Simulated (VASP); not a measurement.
Write the native input for VASP 6.6.1 that does the following.

| Quantity | Value |
| --- | --- |
| Task | single point |
| Functional | RPBE |
| Dispersion | D3(BJ) |
| Potentials or basis | VASP PAW PBE potentials, release 64 (Si, O) |
| Cutoff | 520 eV |
| k mesh | 6 × 6 × 4 |
| Occupations | fermi-dirac, width 0.05 eV |
| Spin | no spin polarisation |
| Dipole correction | no |
| Further INCAR settings | ALGO = Normal; EDIFF = 1e-07; NBANDS = 44 |

The structure of SiO2 lies in POSCAR:

```
SiO2
1.0
    4.7943145720      0.0000000000      0.0000000000
    0.0000000000      4.7943145720      0.0000000000
    0.0000000000      0.0000000000      6.5221458180
Si O
4 8
Direct
    0.8231853405      0.8231853405      0.5000000000
    0.6768146595      0.3231853405      0.2500000000
    0.3231853405      0.6768146595      0.7500000000
    0.1768146595      0.1768146595      0.0000000000
    0.7722178388      0.1534768275      0.4546907117
    0.8465231725      0.2277821612      0.0453092883
    0.1534768275      0.7722178388      0.5453092883
    0.2722178388      0.3465231725      0.7953092883
    0.2277821612      0.8465231725      0.9546907117
    0.7277821612      0.6534768275      0.2953092883
    0.3465231725      0.2722178388      0.2046907117
    0.6534768275      0.7277821612      0.7046907117
```

These files were run (other wordings do the same):

INCAR

```
SYSTEM = SiO2
ALGO = Normal ; EDIFF = 1E-7
ENCUT = 520 ; GGA = RP
ISIF = 2 ; ISMEAR = -1
IVDW = 12 ; LASPH = .TRUE.
LCHARG = .FALSE. ; LREAL = .FALSE.
LWAVE = .FALSE. ; NBANDS = 44
NELM = 80 ; PREC = Accurate
SIGMA = 0.05
```

KPOINTS

```
k-points
0
G
  6 6 4
  0 0 0
```

Potentials or basis: VASP PAW PBE potentials, release 64 (Si, O).

Launch:

```console
$ cat potpaw_PBE.64/Si/POTCAR potpaw_PBE.64/O/POTCAR > POTCAR
$ mpirun -np 1 vasp_std > vasp.out
```

Results of the run:

The pressure is -0.3 GPa and the largest force is 0.032 eV/Å. The band gap on the k mesh is 5.95 eV and the dispersion energy per atom is -0.467 eV.

Caveat: the PAW data sets were made with another functional, which shifts forces and pressure a little.

Wall time 6.5 min on 1 thread of Intel Xeon 8259CL, with other jobs on the host, peak memory 0.29 GiB.
